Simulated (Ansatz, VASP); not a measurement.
Two plane-wave programs on PtSe2

The input INCAR:

```
SYSTEM = PtSe2
PREC     = Accurate       ! precision mode
ENCUT    = 520            ! plane-wave cutoff, eV
EDIFF    = 1E-6           ! SCF threshold, eV
ISMEAR   = 0              ! smearing method
SIGMA    = 0.1            ! smearing width, eV
LREAL    = .FALSE.        ! projectors in reciprocal space
LASPH    = .TRUE.         ! aspherical terms in the spheres
NELM     = 60             ! most SCF steps
ALGO     = Normal         ! electronic algorithm
ISIF     = 2              ! what is computed and relaxed
LWAVE    = .FALSE.        ! write WAVECAR
LCHARG   = .FALSE.        ! write CHGCAR
GGA      = PE             ! functional
NBANDS   = 18             ! bands
```

The input KPOINTS:

```
Automatic mesh
0
G
  6 6 4
  0 0 0
```

POSCAR

```
PtSe2
1.0
    3.7240006300      0.0000000000      0.0000000000
   -1.8620003200      3.2250791500      0.0000000000
    0.0000000000      0.0000000000      5.0619998000
Pt Se
1 2
Direct
    0.0000000000      0.0000000000      0.0000000000
    0.3333333300      0.6666666700      0.2500000000
    0.6666666700      0.3333333300      0.7500000000
```

Input for Ansatz:

```yaml
crystal:
  lattice:
    - [3.72400063, 0.0, 0.0]
    - [-1.86200032, 3.22507915, 0.0]
    - [0.0, 0.0, 5.0619998]
  atoms:
    - { symbol: Pt, position: [0.0, 0.0, 0.0] }
    - { symbol: Se, position: [0.33333333, 0.66666667, 0.25] }
    - { symbol: Se, position: [0.66666667, 0.33333333, 0.75] }
basis:
  ecutwfc: 420
kpoints:
  mp_grid: { grid: [6, 6, 4] }
hamiltonian:
  xc: pbe
scf:
  occupations: { method: gaussian, width: 0.1 }
  lower_state_search: "off"
output:
  forces: true
  stress: true
  eigenvalues: true
```

Alike in both runs: task single point; functional PBE; k mesh 6 × 6 × 4; occupations gaussian, width 0.1 eV; no spin polarisation.

```csv
,VASP,Ansatz
version,VASP 6.6.1,Ansatz 0.2.0
potentials or method,"VASP PAW PBE potentials, release 64 (Pt, Se), cutoff 520 eV","scalar-relativistic, plane waves, PAW"
valence electrons in the cell,22,50
```

```csv
,VASP,Ansatz,Ansatz less VASP
gap on the k mesh at the Fermi level (eV),none,none,-
pressure (GPa),7.3,7.3,0.00
"traceless stress, the component that is largest in VASP (GPa)",-1.27,-1.26,+0.014
rms of the force components (eV/Å),0.274,0.270,-0.0040
```

Atom by atom the forces differ by 0.004 eV/Å (rms over components). A gap of «none» marks a metal or a gap that the smearing closes. With one functional, cell and mesh, what is left measures potentials, basis and numerics. VASP's potentials hold 22 valence electrons a cell and Ansatz's 50, so a difference there can come from the potentials and not from the codes.

Spin-orbit coupling is off throughout.
